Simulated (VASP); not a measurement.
# AlAs (gw) (F-43m) in VASP: single point with PBE

Aim: the single point of AlAs (gw) with PBE.

Program: VASP 6.6.1. These are calculated values, not measurements. Logs are shortened: lines on timing, memory, paths and dates and some standing lists are left out, and cuts for length are marked.

## Step 1: The cell of the first run

The structure is cubic, space group F-43m (No. 216). The conventional cell has a = 5.675 Å, b = 5.675 Å, c = 5.675 Å, α = 90.00°, β = 90.00°, γ = 90.00°. Al (site symmetry -43m) has 4 As at 2.46 Å within 3.2 Å. Within 3.2 Å of As (site symmetry -43m) lie 4 Al at 2.46 Å.

## Step 2: Single point, PBE

Contents of INCAR:

```
ALGO = Normal ; EDIFF = 1E-6
ENCUT = 500 ; GGA = PE
GGA_COMPAT = F ; ISIF = 2
ISMEAR = 0 ; LASPH = T
LCHARG = F ; LREAL = F
LWAVE = F ; NBANDS = 11
NELM = 120 ; PREC = Accurate
SIGMA = 0.01
```

Contents of KPOINTS:

```
k-points
0
Gamma
  4 4 4
```

Contents of POSCAR:

```
AlAs
1.0
    0.0000000000      2.8372982404      2.8372982404
    2.8372982404      0.0000000000      2.8372982404
    2.8372982404      2.8372982404      0.0000000000
Al As
1 1
Direct
    0.0000000000      0.0000000000      0.0000000000
    0.2500000000      0.2500000000      0.2500000000
```

Potentials or basis: VASP PAW PBE potentials, release 64 (Al, As).

Command:

```bash
$ cat potpaw_PBE.64/Al/POTCAR potpaw_PBE.64/As/POTCAR > POTCAR
$ mpirun -np 1 vasp_std > vasp.out
```

OUTCAR:

```text
EDIFF = 1E-6
   ENCUT = 500
   GGA = PE
   ISIF = 2
   ISMEAR = 0
   LASPH = T
   LREAL = F
   NELM = 120
   PREC = Accurate

 ion  position               nearest neighbor table
   1  0.000  0.000  0.000-   2 2.46   2 2.46   2 2.46   2 2.46
   2  0.250  0.250  0.250-   1 2.46   1 2.46   1 2.46   1 2.46

  LATTYP: Found a face centered cubic cell.
 ALAT       =     5.6745964808

  Lattice vectors:

 A1 = (   0.0000000000,   2.8372982404,   2.8372982404)
 A2 = (   2.8372982404,   0.0000000000,   2.8372982404)
 A3 = (   2.8372982404,   2.8372982404,   0.0000000000)

Analysis of symmetry for initial positions (statically):
=====================================================================
 Subroutine PRICEL returns:
 Original cell was already a primitive cell.

 Routine SETGRP: Setting up the symmetry group for a
 face centered cubic supercell.

 Subroutine GETGRP returns: Found 24 space group operations
 (whereof 24 operations were pure point group operations)
 out of a pool of 48 trial point group operations.

The static configuration has the point symmetry T_d .

Analysis of symmetry for dynamics (positions and initial velocities):
=====================================================================
 Subroutine PRICEL returns:
 Original cell was already a primitive cell.

 Routine SETGRP: Setting up the symmetry group for a
 face centered cubic supercell.

 Subroutine GETGRP returns: Found 24 space group operations
 (whereof 24 operations were pure point group operations)
 out of a pool of 48 trial point group operations.

The dynamic configuration has the point symmetry T_d .

 Subroutine INISYM returns: Found 24 space group operations
 (whereof 24 operations are pure point group operations),
 and found     1 'primitive' translations

----------------------------------------------------------------------------------------

                                     Primitive cell

  volume of cell :      45.6820

  direct lattice vectors                    reciprocal lattice vectors
     0.000000000  2.837298240  2.837298240    -0.176223984  0.176223984  0.176223984
     2.837298240  0.000000000  2.837298240     0.176223984 -0.176223984  0.176223984
     2.837298240  2.837298240  0.000000000     0.176223984  0.176223984 -0.176223984

  length of vectors
     4.012545652  4.012545652  4.012545652     0.305228894  0.305228894  0.305228894

  position of ions in fractional coordinates (direct lattice)
     0.000000000  0.000000000  0.000000000
     0.250000000  0.250000000  0.250000000

  ion indices of the primitive-cell ions
   primitive index   ion index
                 1           1
                 2           2

----------------------------------------------------------------------------------------

 KPOINTS: k-points

Automatic generation of k-mesh.
 Grid dimensions read from file:
 generate k-points for:    4    4    4

 Generating k-lattice:

  Cartesian coordinates                     Fractional coordinates (reciprocal lattice)
    -0.044055996  0.044055996  0.044055996     0.250000000  0.000000000  0.000000000
     0.044055996 -0.044055996  0.044055996     0.000000000  0.250000000  0.000000000
     0.044055996  0.044055996 -0.044055996     0.000000000  0.000000000  0.250000000

  Length of vectors
     0.076307223  0.076307223  0.076307223

  Shift w.r.t. Gamma in fractional coordinates (k-lattice)
     0.000000000  0.000000000  0.000000000

 Subroutine IBZKPT returns following result:
 ===========================================

 Found      8 irreducible k-points:

 Following reciprocal coordinates:
            Coordinates               Weight
  0.000000  0.000000  0.000000      1.000000
  0.250000  0.000000  0.000000      8.000000
  0.500000  0.000000  0.000000      4.000000
  0.250000  0.250000  0.000000      6.000000
  0.500000  0.250000  0.000000     24.000000
 -0.250000  0.250000  0.000000     12.000000
  0.500000  0.500000  0.000000      3.000000
 -0.250000  0.500000  0.250000      6.000000
   k-points           NKPTS =      8   k-points in BZ     NKDIM =      8   number of bands    NBANDS=     11
   number of dos      NEDOS =    301   number of ions     NIONS =      2
   total plane-waves  NPLWV =  27000
   dimension x,y,z NGX =    30 NGY =   30 NGZ =   30
   dimension x,y,z NGXF=    60 NGYF=   60 NGZF=   60
   ions per type =               1   1
   NGX,Y,Z   is equivalent  to a cutoff of  12.43, 12.43, 12.43 a.u.
   NGXF,Y,Z  is equivalent  to a cutoff of  24.86, 24.86, 24.86 a.u.
 SYSTEM =  unknown system
   PREC   = accura    normal or accurate (medium, high low for compatibility)
   ISTART =      0    job   : 0-new  1-cont  2-samecut
   ICHARG =      2    charge: 1-file 2-atom 10-const
   ISPIN  =      1    spin polarized calculation?
   LNONCOLLINEAR =      F non collinear calculations
   LSORBIT =      F    spin-orbit coupling
   LASPH  =      T    aspherical Exc in radial PAW
   ENCUT  =  500.0 eV  36.75 Ry    6.06 a.u.   7.32  7.32  7.32*2*pi/ulx,y,z
   NELM   =    120;   NELMIN=  2; NELMDL= -5     # of ELM steps
   EDIFF  = 0.1E-05   stopping-criterion for ELM
   LREAL  =      F    real-space projection
   EDIFFG = 0.1E-04   stopping-criterion for IOM
   NSW    =      0    number of steps for IOM
   IBRION =     -1    ionic relax: 0-MD 1-quasi-New 2-CG
   NFREE  =      0    steps in history (QN), initial steepest desc. (CG)
   ISIF   =      2    stress and relaxation
   ISYM   =      2    0-nonsym 1-usesym 2-fastsym
   POTIM  = 0.5000    time-step for ionic-motion
   TEBEG  =    0.0;   TEEND  =   0.0 temperature during run
   PSTRESS=    0.0 pullay stress
   NELECT =       8.0000    total number of electrons
   NUPDOWN=      -1.0000    fix difference up-down
   EMIN   =  10.00;   EMAX   =-10.00  energy-range for DOS
   EFERMI =   0.00;   METHOD = LEGACY
   ISMEAR =     0;   SIGMA  =   0.01  broadening in eV -4-tet -1-fermi 0-gaus
   EFERMI_NEDOS =   21; number of points for ismear=-14 and -15
   IALGO  =     38    algorithm
   IMIX   =      4    mixing-type and parameters
     AMIX     =   0.40;   BMIX     =  1.00
     AMIX_MAG =   1.60;   BMIX_MAG =  1.00
  volume/ion in A,a.u.               =      22.84       154.14
  Fermi-wavevector in a.u.,A,eV,Ry     =   0.915918  1.730834 11.414001  0.838905
  Thomas-Fermi vector in A             =   2.040714
   LORBIT       =      0    0 simple, 1 ext, 2 COOP (PROOUT), +10 PAW based schemes
   GGA     = PE    functional components
   LHFCALC =     F    Hartree Fock is set to
   AEXX    =    0.0000 exact exchange contribution
   IVDW    =     0    specifies the selected vdW correction
   LEPSILON=     F    determine dielectric tensor
   LRPA    =     F    only Hartree local field effects (RPA)
 non-spin polarized calculation
 Gauss-broadening in eV      SIGMA  =   0.01
  energy-cutoff  :      500.00
  volume of cell :       45.68
 maximum number of plane-waves:      1211
 NGX is ok and might be reduce to    30
   NGX = 15   NGY = 15   NGZ = 15

 number of electron       8.0000000 magnetization

 Free energy of the ion-electron system (eV)
  ---------------------------------------------------
  ext. energy  EPLUGINS =         0.00000000
  ---------------------------------------------------
  free energy    TOTEN  =        -9.26350136 eV

  energy without entropy =       -9.26350136  energy(sigma->0) =       -9.26350136

 E-fermi :   3.9508     XC(G=0):  -8.9929

 val. band max:        3.8674237617   @ k =   0.0000   0.0000   0.0000
 cond. band min:       5.2905592902   @ k =   0.5000   0.5000   0.0000
 fundamental gap:      1.4231355286
 Fermi energy:         3.9507822475

 k-point     1 :       0.0000    0.0000    0.0000
  band No.  band energies     occupation
      1      -7.9568      2.00000
      2       3.8674      2.00000
      3       3.8674      2.00000
      4       3.8674      2.00000
      5       5.8639      0.00000
      6       8.1142      0.00000
      7       8.1142      0.00000
      8       8.1142      0.00000
      9      12.6832      0.00000
     10      12.8390      0.00000
     11      12.8390      0.00000

 k-point     2 :       0.2500    0.0000    0.0000
  band No.  band energies     occupation
      1      -7.3828      2.00000
      2       0.4847      2.00000
      3       3.3884      2.00000
      4       3.3884      2.00000
      5       6.4372      0.00000
      6       8.7389      0.00000
      7       8.7389      0.00000
      8      10.2728      0.00000
      9      12.1375      0.00000
     10      12.1375      0.00000
     11      13.2260      0.00000

 k-point     3 :       0.5000    0.0000    0.0000
  band No.  band energies     occupation
      1      -6.5451      2.00000
      2      -1.6900      2.00000
      3       3.0428      2.00000
      4       3.0428      2.00000
      5       5.9660      0.00000
      6       8.5152      0.00000
      7       8.5152      0.00000
      8      11.5899      0.00000
      9      15.0036      0.00000
     10      15.3707      0.00000
     11      15.3707      0.00000

 k-point     4 :       0.2500    0.2500    0.0000
  band No.  band energies     occupation
      1      -7.1845      2.00000
      2       0.6528      2.00000
      3       2.5275      2.00000
      4       2.5275      2.00000
      5       6.4228      0.00000
      6       7.6092      0.00000
      7      10.6517      0.00000
      8      10.6517      0.00000
      9      11.2633      0.00000
     10      13.9290      0.00000
     11      16.0468      0.00000

 k-point     5 :       0.5000    0.2500    0.0000
  band No.  band energies     occupation
      1      -6.3154      2.00000
      2      -1.1740      2.00000
      3       1.1467      2.00000
      4       2.2558      2.00000
      5       6.4052      0.00000
      6       9.0025      0.00000
      7      10.2001      0.00000
      8      10.7602      0.00000
      9      14.1468      0.00000
     10      15.2563      0.00000
     11      16.7178      0.00000

 k-point     6 :      -0.2500    0.2500    0.0000
  band No.  band energies     occupation
      1      -6.6251      2.00000
      2      -0.6765      2.00000
      3       1.0073      2.00000
      4       2.9694      2.00000
      5       7.2313      0.00000
      6       9.5929      0.00000
      7       9.7297      0.00000
      8      10.1452      0.00000
      9      11.4861      0.00000
     10      14.0971      0.00000
     11      16.2934      0.00000

 k-point     7 :       0.5000    0.5000    0.0000
  band No.  band energies     occupation
      1      -5.9972      2.00000
      2      -1.5582      2.00000
      3       1.6997      2.00000
      4       1.6997      2.00000
      5       5.2906      0.00000
      6       6.1391      0.00000
      7      14.1296      0.00000
      8      14.1296      0.00000
      9      15.5697      0.00000
     10      16.3686      0.00000
     11      16.3686      0.00000

 k-point     8 :      -0.2500    0.5000    0.2500
  band No.  band energies     occupation
      1      -5.9655      2.00000
      2      -1.2232      2.00000
      3       0.7059      2.00000
      4       1.0530      2.00000
      5       8.1780      0.00000
      6       9.4587      0.00000
      7       9.5222      0.00000
      8       9.8931      0.00000
      9      14.4143      0.00000
     10      16.0917      0.00000
     11      16.3994      0.00000

------------------------ aborting loop because EDIFF is reached ----------------------------------------

  FORCE on cell =-STRESS in cart. coord.  units (eV):
  Direction    XX          YY          ZZ          XY          YZ          ZX
  --------------------------------------------------------------------------------------
  -------------------------------------------------------------------------------------
  Total        0.7099285      0.7099285      0.7099285      0.0000000      0.0000000      0.0000000
  in kB       24.8989055     24.8989055     24.8989055      0.0000000      0.0000000      0.0000000
  external PRESSURE =      24.8989055 kB  Pullay stress =       0.0000000 kB

 VOLUME and BASIS-vectors are now :
 -----------------------------------------------------------------------------
  energy-cutoff  :      500.00
  volume of cell :       45.68
      direct lattice vectors                 reciprocal lattice vectors
     0.000000000  2.837298240  2.837298240    -0.176223984  0.176223984  0.176223984
     2.837298240  0.000000000  2.837298240     0.176223984 -0.176223984  0.176223984
     2.837298240  2.837298240  0.000000000     0.176223984  0.176223984 -0.176223984

 POSITION                                       TOTAL-FORCE (eV/Angst)
 -----------------------------------------------------------------------------------
      0.00000      0.00000      0.00000        -0.000000     -0.000000     -0.000000
      1.41865      1.41865      1.41865         0.000000      0.000000      0.000000
 -----------------------------------------------------------------------------------
    total drift:                               -0.000000     -0.000000     -0.000000

  FREE ENERGIE OF THE ION-ELECTRON SYSTEM (eV)
  ---------------------------------------------------
  free  energy   TOTEN  =        -9.2635013639 eV

  energy  without entropy=       -9.2635013639  energy(sigma->0) =       -9.26350136
```

It took 12 s on 1 thread of AMD EPYC 7R43 (Zen 3), shared host; peak memory 0.13 GiB.

Results:

| Quantity | Value |
| --- | --- |
| Free energy | -9.2635 eV |
| Pressure | 2.5 GPa |
| Band gap on the k mesh | 1.42 eV, indirect (least direct gap 2.00 eV) |

Caveat: the k points lie up to 0.48 Å⁻¹ apart.
